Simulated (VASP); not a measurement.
# Mo2HS4 in VASP: single point with PBE+D3(BJ)

Aim: the single point of Mo2HS4 with PBE+D3(BJ).

Program: VASP 6.6.1. These are calculated values, not measurements. Logs are shortened: lines on timing, memory, paths and dates and some standing lists are left out, and cuts for length are marked.

### Step 1. The cell of the first run

The cell holds a slab with vacuum, 14 atoms: a = 6.306 Å, b = 6.306 Å, c = 21.127 Å, α = 90.00°, β = 90.00°, γ = 120.00°.

### Step 2. Single point, PBE+D3(BJ)

INCAR

```
SYSTEM = Mo2HS4
ALGO     = Normal         ! electronic algorithm
DIPOL    = 0.5 0.5 0.484
EDIFF    = 1E-6           ! SCF threshold, eV
ENCUT    = 520            ! plane-wave cutoff, eV
GGA      = PE             ! functional
IDIPOL   = 3            
ISIF     = 2              ! what is computed and relaxed
ISMEAR   = 0              ! smearing method
IVDW     = 12             ! dispersion correction
LASPH    = .True.         ! aspherical terms in the spheres
LCHARG   = .True.         ! write CHGCAR
LDIPOL   = .True.       
LELF     = .True.         ! ELF
LREAL    = .False.        ! projectors in reciprocal space
LVACPOTAV= .True.       
LVHAR    = .True.       
LWAVE    = .False.        ! write WAVECAR
NBANDS   = 66             ! bands
NELM     = 100            ! most SCF steps
PREC     = Accurate       ! precision mode
SIGMA    = 0.05           ! smearing width, eV
```

KPOINTS

```
k-points
0
Gamma
  3 3 1
  0 0 0
```

POSCAR

```
Mo2HS4
1.0
    6.3058975141      0.0000000000      0.0000000000
   -3.1529487571      5.4610674409      0.0000000000
    0.0000000000      0.0000000000     21.1272324035
S Mo H
8 4 2
Direct
    0.6666666667      0.3333333333      0.3786582098
    0.6666666667      0.8333333333      0.3786582098
    0.1666666667      0.3333333333      0.3786582098
    0.1666666667      0.8333333333      0.3786582098
    0.6666665775      0.3336311421      0.5269988027
    0.6666671862      0.8330795070      0.5270787927
    0.1666390526      0.3333281705      0.5271395440
    0.1666093619      0.8332998173      0.5271307458
    0.3332255386      0.1665913507      0.4528815492
    0.3333264354      0.6666818758      0.4528885602
    0.8332974155      0.1665832193      0.4529017730
    0.8334500768      0.6668106066      0.4528309655
    0.6520341412      0.1232941540      0.6572090180
    0.6465027537      0.0599798242      0.6878100087
```

Potentials or basis: VASP PAW PBE potentials, release 64 (S, Mo_sv, H).

Started as:

```
cat potpaw_PBE.64/S/POTCAR potpaw_PBE.64/Mo_sv/POTCAR potpaw_PBE.64/H/POTCAR > POTCAR
mpirun -np 1 vasp_std > vasp.out
```

OUTCAR:

```text
SYSTEM = Mo2HS4
   EDIFF = 1E-6
   ENCUT = 520
   GGA = PE
   ISIF = 2
   ISMEAR = 0
   IVDW = 12
   LASPH = .True.
   LREAL = .False.
   NELM = 100
   PREC = Accurate
 IVDW          = 12

 ion  position               nearest neighbor table
   1  0.667  0.333  0.379-  12 2.40   9 2.40  11 2.40
   2  0.667  0.833  0.379-  12 2.40  11 2.40  10 2.40
   3  0.167  0.333  0.379-   9 2.40  10 2.40  11 2.40
   4  0.167  0.833  0.379-  12 2.40   9 2.40  10 2.40
   5  0.667  0.334  0.527-  12 2.40   9 2.40  11 2.40
   6  0.667  0.833  0.527-  12 2.40  10 2.40  11 2.40
   7  0.167  0.333  0.527-  11 2.40   9 2.40  10 2.40
   8  0.167  0.833  0.527-   9 2.40  10 2.40  12 2.40
   9  0.333  0.167  0.453-   5 2.40   4 2.40   3 2.40   8 2.40   7 2.40   1 2.40  12 3.15  11 3.15
                            10 3.15  10 3.15  11 3.15  12 3.15
  10  0.333  0.667  0.453-   6 2.40   4 2.40   2 2.40   3 2.40   8 2.40   7 2.40  11 3.15  12 3.15
                             9 3.15   9 3.15  12 3.15  11 3.15
  11  0.833  0.167  0.453-   5 2.40   2 2.40   6 2.40   7 2.40   3 2.40   1 2.40  12 3.15   9 3.15
                            10 3.15  10 3.15   9 3.15  12 3.15
  12  0.833  0.667  0.453-   5 2.40   4 2.40   6 2.40   2 2.40   1 2.40   8 2.40   9 3.15  11 3.15
                            10 3.15  10 3.15  11 3.15   9 3.15
  13  0.652  0.123  0.657-  14 0.75
  14  0.647  0.060  0.688-  13 0.75

  LATTYP: Found a hexagonal cell.
 ALAT       =     6.3058975141
 C/A-ratio  =     3.3503926057

  Lattice vectors:

 A1 = (   6.3058975141,   0.0000000000,   0.0000000000)
 A2 = (  -3.1529487571,   5.4610674409,   0.0000000000)
 A3 = (   0.0000000000,   0.0000000000,  21.1272324035)

Analysis of symmetry for initial positions (statically):
=====================================================================
 Subroutine PRICEL returns:
 Original cell was already a primitive cell.

 Routine SETGRP: Setting up the symmetry group for a
 hexagonal supercell.

 Subroutine GETGRP returns: Found  1 space group operations
 (whereof  1 operations were pure point group operations)
 out of a pool of 24 trial point group operations.

The static configuration has the point symmetry C_1 .

Analysis of symmetry for dynamics (positions and initial velocities):
=====================================================================
 Subroutine PRICEL returns:
 Original cell was already a primitive cell.

 Routine SETGRP: Setting up the symmetry group for a
 hexagonal supercell.

 Subroutine GETGRP returns: Found  1 space group operations
 (whereof  1 operations were pure point group operations)
 out of a pool of 24 trial point group operations.
[... 127 lines left out ...]
  Fermi-wavevector in a.u.,A,eV,Ry     =   0.861432  1.627871 10.096413  0.742065
  Thomas-Fermi vector in A             =   1.979085
   LORBIT       =      0    0 simple, 1 ext, 2 COOP (PROOUT), +10 PAW based schemes
   GGA     = PE    functional components
   LHFCALC =     F    Hartree Fock is set to
   AEXX    =    0.0000 exact exchange contribution
   IVDW    =    12    specifies the selected vdW correction
   LEPSILON=     F    determine dielectric tensor
   LRPA    =     F    only Hartree local field effects (RPA)
 non-spin polarized calculation
 Gauss-broadening in eV      SIGMA  =   0.05
  energy-cutoff  :      520.00
  volume of cell :      727.56
 maximum number of plane-waves:     19662
   NGX = 23   NGY = 23   NGZ = 79

 dipolmoment           0.000000      0.000000      0.002603 electrons x Angstroem

 number of electron     106.0000002 magnetization

 dipolmoment           0.000000      0.000000     -0.001392 electrons x Angstroem

 Free energy of the ion-electron system (eV)
  ---------------------------------------------------
  ext. energy  EPLUGINS =         0.00000000
  ---------------------------------------------------
  free energy    TOTEN  =       -94.13927568 eV

  energy without entropy =      -94.13927568  energy(sigma->0) =      -94.13927568

 E-fermi :  -1.7285     XC(G=0):  -3.8792

 val. band max:       -2.1035460357   @ k =   0.3333   0.3333   0.0000
 cond. band min:      -0.3197359430   @ k =   0.3333   0.3333   0.0000
 fundamental gap:      1.7838100927
 Fermi energy:        -1.7285329156

 k-point     1 :       0.0000    0.0000    0.0000
  band No.  band energies     occupation
      1     -62.9386      2.00000
      2     -62.8969      2.00000
      3     -62.8961      2.00000
      4     -62.8954      2.00000
      5     -37.2660      2.00000
      6     -37.2653      2.00000
[... 329 lines left out ...]
     64       0.9263      0.00000
     65       1.5171      0.00000
 [bands above 65 left out]

------------------------ aborting loop because EDIFF is reached ----------------------------------------

 Edisp (eV)   -3.90046

 E8    (eV) :    -1.6738

  FORCE on cell =-STRESS in cart. coord.  units (eV):
  Direction    XX          YY          ZZ          XY          YZ          ZX
  --------------------------------------------------------------------------------------
  -------------------------------------------------------------------------------------
  Total      -0.11324    -0.09371    -0.30589    -0.01394     0.01019     0.00525
  in kB      -0.24936    -0.20635    -0.67361    -0.03069     0.02245     0.01157
  external pressure =       -0.38 kB  Pullay stress =        0.00 kB

 VOLUME and BASIS-vectors are now :
 -----------------------------------------------------------------------------
  energy-cutoff  :      520.00
  volume of cell :      727.56
      direct lattice vectors                 reciprocal lattice vectors
     6.305897514  0.000000000  0.000000000     0.158581708  0.091557192  0.000000000
    -3.152948757  5.461067441  0.000000000     0.000000000  0.183114384  0.000000000
     0.000000000  0.000000000 21.127232403     0.000000000  0.000000000  0.047332276

 POSITION                                       TOTAL-FORCE (eV/Angst)
 -----------------------------------------------------------------------------------
      3.15295      1.82036      8.00000         0.000359     -0.004731      0.014632
      1.57647      4.55089      8.00000        -0.004648      0.003301      0.008800
      0.00000      1.82036      8.00000        -0.004006     -0.001866      0.020055
     -1.57647      4.55089      8.00000         0.006518      0.003395      0.007785
      3.15201      1.82198     11.13403         0.001077     -0.003998     -0.009380
      1.57728      4.54950     11.13572        -0.001869      0.001843     -0.015406
     -0.00016      1.82033     11.13700        -0.000518     -0.000575     -0.012770
     -1.57673      4.55071     11.13681         0.002062      0.001588     -0.014057
      1.57603      0.90977      9.56813        -0.001680      0.005743     -0.000593
     -0.00009      3.64079      9.56828         0.001032     -0.006032     -0.000633
      4.72946      0.90972      9.56856         0.001923      0.004565     -0.000939
      3.15323      3.64150      9.56707        -0.001171     -0.004453      0.000325
      3.72292      0.67332     13.88501         0.002990     -0.005367      0.013147
      3.88767      0.32755     14.53152        -0.002069      0.006586     -0.010966
 -----------------------------------------------------------------------------------
    total drift:                               -0.000001      0.000071      0.000586

  FREE ENERGIE OF THE ION-ELECTRON SYSTEM (eV)
  ---------------------------------------------------
  free  energy   TOTEN  =       -98.0397317259 eV

  energy  without entropy=      -98.0397317259  energy(sigma->0) =      -98.03973173

 vacuum level on the upper side and lower side of the slab         3.778         3.785
```

OSZICAR:

```text
N       E                     dE             d eps       ncg     rms          rms(c)
DAV:   1     0.897897835558E+03    0.89790E+03   -0.52320E+04   820   0.129E+03
DAV:   2    -0.124037922904E+02   -0.91030E+03   -0.89308E+03   906   0.298E+02
DAV:   3    -0.977643224388E+02   -0.85361E+02   -0.84506E+02   760   0.859E+01
[... 21 lines left out ...]
DAV:  25    -0.941392659988E+02   -0.10237E-04   -0.31068E-07   474   0.854E-04    0.464E-04
DAV:  26    -0.941392702767E+02   -0.42779E-05   -0.71088E-08   416   0.518E-04    0.210E-04
DAV:  27    -0.941392735785E+02   -0.33018E-05   -0.71786E-08   410   0.380E-04    0.888E-05
DAV:  28    -0.941392753745E+02   -0.17960E-05   -0.62191E-08   412   0.329E-04    0.124E-04
DAV:  29    -0.941392756823E+02   -0.30784E-06   -0.69347E-09   336   0.181E-04
   1 F= -.98039732E+02 E0= -.98039732E+02  d E =-.232492E-26
```

stdout:

```text
POSCAR found type information on POSCAR S MoH
 POSCAR found :  3 types and      14 ions
 scaLAPACK will be used
 LDA part: xc-table for (Slater+PW92), standard interpolation
 POSCAR, INCAR and KPOINTS ok, starting setup
 FFT: planning ... GRIDC
 FFT: planning ... GRID_SOFT
 FFT: planning ... GRID
 WAVECAR not read
 entering main loop
 -----------------------------------------------------------------------------
|                                                                             |
|           W    W    AA    RRRRR   N    N  II  N    N   GGGG   !!!           |
|           W    W   A  A   R    R  NN   N  II  NN   N  G    G  !!!           |
|           W    W  A    A  R    R  N N  N  II  N N  N  G       !!!           |
|           W WW W  AAAAAA  RRRRR   N  N N  II  N  N N  G  GGG   !            |
|           WW  WW  A    A  R   R   N   NN  II  N   NN  G    G                |
|           W    W  A    A  R    R  N    N  II  N    N   GGGG   !!!           |
|                                                                             |
|     Did not find any points to average over, which means that no vacuum     |
|     field-free region was found. Please increase the size of  your cell     |
|     in the dimension of the dipole correction to obtain accurate            |
|     workfunction values.                                                    |
|                                                                             |
 -----------------------------------------------------------------------------
```

Run time: 10 min. Hardware: 1 thread of Intel Xeon Platinum 8559C (Emerald Rapids), shared host; peak memory 0.8 GiB.

Results:

| Item | Value |
| --- | --- |
| Free energy | -98.0397 eV |
| Largest force | 0.021 eV/Å |
| Band gap on the k mesh | 1.78 eV |
| Dispersion energy per atom | -0.279 eV |

Forces in eV/Å, atoms in the order of the input:
```
S    0.000 -0.005  0.015
S   -0.005  0.003  0.009
S   -0.004 -0.002  0.020
S    0.007  0.003  0.008
S    0.001 -0.004 -0.009
S   -0.002  0.002 -0.015
S   -0.001 -0.001 -0.013
S    0.002  0.002 -0.014
Mo  -0.002  0.006 -0.001
Mo   0.001 -0.006 -0.001
Mo   0.002  0.005 -0.001
Mo  -0.001 -0.004  0.000
H    0.003 -0.005  0.013
H   -0.002  0.007 -0.011
```
